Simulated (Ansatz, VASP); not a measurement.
**AlFe3B in VASP and in Ansatz**

The input INCAR:

```
PREC = Accurate
ENCUT = 520
EDIFF = 1E-7
ISMEAR = 0
SIGMA = 0.1
LREAL = False
LASPH = True
NELM = 150
ALGO = Fast
ISIF = 2
LWAVE = False
LCHARG = False
ISPIN = 2
MAGMOM = 0 4 4 4 0
LORBIT = 11
LMAXMIX = 4
GGA = PE
NBANDS = 27
```

Contents of KPOINTS:

```
Automatic mesh
0
Gamma
  4 4 4
```

File POSCAR:

```
AlFe3B
1.0
    3.8223218900      0.0000000000      0.0000000000
    0.0000000000      3.8223218900      0.0000000000
    0.0000000000      0.0000000000      3.8223218900
Al Fe B
1 3 1
Direct
    0.5000000000      0.5000000000      0.5000000000
    0.5000000000      0.0000000000      0.0000000000
    0.0000000000      0.5000000000      0.0000000000
    0.0000000000      0.0000000000      0.5000000000
    0.0000000000      0.0000000000      0.0000000000
```

Input for Ansatz:

```yaml
crystal:
  lattice:
    - [3.82232189, 0.0, 0.0]
    - [0.0, 3.82232189, 0.0]
    - [0.0, 0.0, 3.82232189]
  atoms:
    - { symbol: Al, position: [0.5, 0.5, 0.5] }
    - { symbol: Fe, position: [0.5, 0.0, 0.0], spin: 4.0 }
    - { symbol: Fe, position: [0.0, 0.5, 0.0], spin: 4.0 }
    - { symbol: Fe, position: [0.0, 0.0, 0.5], spin: 4.0 }
    - { symbol: B, position: [0.0, 0.0, 0.0] }
basis:
  ecutwfc: 420
kpoints:
  mp_grid: { grid: [4, 4, 4] }
hamiltonian:
  xc: pbe
scf:
  occupations: { method: gaussian, width: 0.1 }
  lower_state_search: "off"
output:
  forces: true
  stress: true
  eigenvalues: true
  populations: true
magnetization:
  spin_polarized: true
```

Alike in both runs: task single point; functional PBE; k mesh 4 × 4 × 4; occupations gaussian, width 0.1 eV; collinear spin.

|  | VASP | Ansatz |
| --- | --- | --- |
| version | VASP 6.6.1 | Ansatz 0.2.0 |
| potentials or method | VASP PAW PBE potentials, release 64 (Al, Fe, B), cutoff 520 eV | scalar-relativistic, plane waves, PAW |
| valence electrons in the cell | 30 | 54 |

```tsv
	VASP	Ansatz	Ansatz less VASP
gap on the k mesh at the Fermi level (eV)	none	none	-
pressure (GPa)	-0.8	-1.2	-0.42
net moment per atom (μB)	0.83	0.83	0.000
size of the moment on the site where the two differ most (μB)	1.49	1.39	-0.096
```

Site moments also hang on the region over which each program counts them. A gap of «none» marks a metal or a gap that the smearing closes. VASP's potentials hold 30 valence electrons a cell and Ansatz's 54, so a difference there can come from the potentials and not from the codes.

The k mesh is coarse, so the values compare programs but aren't converged.
